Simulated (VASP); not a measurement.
Here is a VASP 6.6.1 calculation.

File POSCAR:

```
CuO
1.0
    1.9909680000     -2.1535500000      0.0000000000
    1.9909680000      2.1535500000      0.0000000000
    0.0000000000      0.0000000000      5.1559280000
Cu O
2 2
Direct
    0.5000000000      0.0000000000      0.0000000000
    0.0000000000      0.5000000000      0.5000000000
    0.5000000000      0.5000000000      0.2500000000
    0.5000000000      0.5000000000      0.7500000000
```

The input INCAR.step1:

```
SYSTEM = CuO
PREC     = Accurate       ! precision mode
ENCUT    = 600            ! plane-wave cutoff, eV
ISMEAR   = -1             ! smearing method
SIGMA    = 0.05           ! smearing width, eV
LREAL    = .FALSE.        ! projectors in reciprocal space
LASPH    = .TRUE.         ! aspherical terms in the spheres
NELM     = 100            ! most SCF steps
GGA      = PE             ! functional
ALGO     = Normal         ! electronic algorithm
EDIFF    = 1E-4           ! SCF threshold, eV
LWAVE    = .TRUE.         ! write WAVECAR
LCHARG   = .FALSE.        ! write CHGCAR
```

INCAR.step2

```
SYSTEM = CuO
PREC     = Accurate       ! precision mode
ENCUT    = 600            ! plane-wave cutoff, eV
EDIFF    = 1E-7           ! SCF threshold, eV
ISMEAR   = -1             ! smearing method
SIGMA    = 0.05           ! smearing width, eV
LREAL    = .FALSE.        ! projectors in reciprocal space
LASPH    = .TRUE.         ! aspherical terms in the spheres
NELM     = 100            ! most SCF steps
ALGO     = Normal         ! electronic algorithm
ISIF     = 3              ! what is computed and relaxed
LWAVE    = .FALSE.        ! write WAVECAR
LCHARG   = .FALSE.        ! write CHGCAR
METAGGA  = R2SCAN         ! meta-GGA
LMIXTAU  = .TRUE.       
IBRION   = 2              ! ionic algorithm
NSW      = 60             ! ionic steps
EDIFFG   = -0.01          ! ionic threshold
ISTART   = 1
```

Contents of KPOINTS:

```
Automatic mesh
0
G
  9 9 5
  0 0 0
```

Potentials or basis: VASP PAW PBE potentials, release 64 (Cu, O).

The run is started by

```sh
$ cat potpaw_PBE.64/Cu/POTCAR potpaw_PBE.64/O/POTCAR > POTCAR
$ cp INCAR.step1 INCAR
$ mpirun -np 1 vasp_std > vasp.out
$ cp INCAR.step2 INCAR
$ mpirun -np 1 vasp_std > vasp.out
```

Estimate the band gap on the k mesh.

zero (band 17 reaches 5.73 eV, above the bottom of band 18 at 4.78 eV).

Estimate the space group after relaxing (to 0.05 Å).

P4_2/mmc (No. 131).

Estimate the relaxed volume.

10.77 Å³/atom.

Estimate the relaxed cell.

a = 2.896 Å, b = 2.896 Å, c = 5.137 Å, α = 90.00°, β = 90.00°, γ = 90.49°.

Stress tensor (GPa, compression positive):
```
 0.10  0.00  0.00
 0.00 -0.01  0.00
 0.00  0.00 -0.01
```

Caveat: the PAW data sets were made with another functional, which shifts forces and pressure a little; semilocal functionals often make such compounds metallic where correlation or magnetic order opens a gap, which also shifts bond lengths. With open d or f shells a metallic result of r2SCAN can be an artefact of self-interaction; +U or a hybrid may open a gap.
